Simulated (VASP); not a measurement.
Input of a VASP 6.6.1 run:

The input INCAR:

```
SYSTEM = Nb16O
ALGO     = Normal         ! electronic algorithm
EDIFF    = 1E-6           ! SCF threshold, eV
ENCUT    = 520            ! plane-wave cutoff, eV
GGA      = PE             ! functional
ISIF     = 2              ! what is computed and relaxed
ISMEAR   = 0              ! smearing method
LASPH    = .TRUE.         ! aspherical terms in the spheres
LCHARG   = .FALSE.        ! write CHGCAR
LREAL    = Auto         
LWAVE    = .FALSE.        ! write WAVECAR
NBANDS   = 121            ! bands
NELM     = 80             ! most SCF steps
PREC     = Accurate       ! precision mode
SIGMA    = 0.05           ! smearing width, eV
```

Contents of KPOINTS:

```
k-points
0
G
  3 3 3
  0 0 0
```

File POSCAR:

```
Nb16O
1.0
    6.6000000000      0.0000000000      0.0000000000
    0.0000000000      6.6000000000      0.0000000000
    0.0000000000      0.0000000000      6.6000000000
Nb O
16 1
Direct
    0.0002014932     -0.0000598782     -0.0070211931
    0.4986235994     -0.0000551513     -0.0070151532
    0.0439484489      0.4999641664     -0.0070406669
   -0.0053422662     -0.0000255952      0.4929534949
    0.2493816269      0.2433196658      0.2495900287
    0.4547535701      0.4999716384     -0.0071365547
    0.5041804090     -0.0000285555      0.4929842773
    0.7493788011      0.2507675637      0.2421381123
    0.0002066521      0.4999557327      0.4929676782
    0.2493860194      0.7565986751      0.2495923577
    0.2494012736      0.2432748490      0.7362729651
    0.4986184763      0.4999543278      0.4929344430
    0.7493817650      0.7491326178      0.2421407530
    0.7493959536      0.2507612195      0.7437658294
    0.2494059137      0.7566721153      0.7362425317
    0.7493984292      0.7491666076      0.7437356361
    0.7493480347      0.4999746011      0.9929902605
```

Potentials or basis: VASP PAW PBE potentials, release 64 (Nb_sv, O).

Run with:

```bash
$ cat potpaw_PBE.64/Nb_sv/POTCAR potpaw_PBE.64/O/POTCAR > POTCAR
$ mpirun -np 1 vasp_std > vasp.out
```

(1) Estimate the band gap on the k mesh.

(2) What does it give for the pressure?

(3) Estimate the largest force.

Results:

(1) zero (band 107 reaches 12.26 eV, above the bottom of band 108 at 11.14 eV).

(2) 6.5 GPa.

(3) 0.023 eV/Å.
